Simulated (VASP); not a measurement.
The system is AlN.

```xyz
4
Lattice="3.1302 0.0000 0.0000 -1.5651 2.7108 0.0000 0.0000 0.0000 5.0179" Properties=species:S:1:pos:R:3 pbc="T T T"
Al    0.0000    1.8072   -0.0164
Al    1.5651    0.9036    2.4925
N     0.0000    1.8072    1.8981
N     1.5651    0.9036    4.4071
```

```yaml
Program: VASP 6.6.1
Task: relaxation of cell and atoms
Functional: PBEsol
Potentials_or_basis: VASP PAW PBE potentials, release 64 (Al, N)
Cutoff: 600 eV
k_mesh: 12 × 12 × 6
Occupations: fermi-dirac, width 0.02 eV
Spin: no spin polarisation
```

At the start: pressure -3.5 GPa; volume 10.64 Å³/atom.

Question: How do energy, volume and symmetry change on relaxing?

Answer: Over 7 steps the energy falls by 2.2 meV/atom and the volume is 10.45 Å³/atom (-1.8 %); space group P6_3mc (No. 186, to 0.1 Å) before and after.

Step by step:
| step | energy change (eV) | largest force (eV/Å) | pressure (GPa) | volume (Å³) |
| --- | --- | --- | --- | --- |
| 1 | 0.0000 | 0.0023 | -3.53 | 42.58 |
| 2 | -0.0017 | 0.0166 | 3.35 | 41.15 |
| 3 | -0.0086 | 0.0095 | 0.00 | 41.82 |
| 4 | -0.0086 | 0.0092 | 0.00 | 41.81 |
| 5 | -0.0086 | 0.0089 | 0.00 | 41.81 |
| 6 | -0.0086 | 0.0067 | 0.00 | 41.81 |
| 7 | -0.0086 | 0.0003 | 0.00 | 41.81 |

Final structure:
```yaml
crystal:
  lattice:
    - [3.11299, 0.00000, 0.00000]
    - [-1.55650, 2.69593, 0.00000]
    - [0.00000, 0.00000, 4.98203]
  atoms:
    - { symbol: Al, position: [0.33333, 0.66667, 0.99650] }
    - { symbol: Al, position: [0.66667, 0.33333, 0.49650] }
    - { symbol: N, position: [0.33333, 0.66667, 0.37850] }
    - { symbol: N, position: [0.66667, 0.33333, 0.87850] }
```

Caveat: the PAW data sets were made with another functional, which shifts forces and pressure a little.
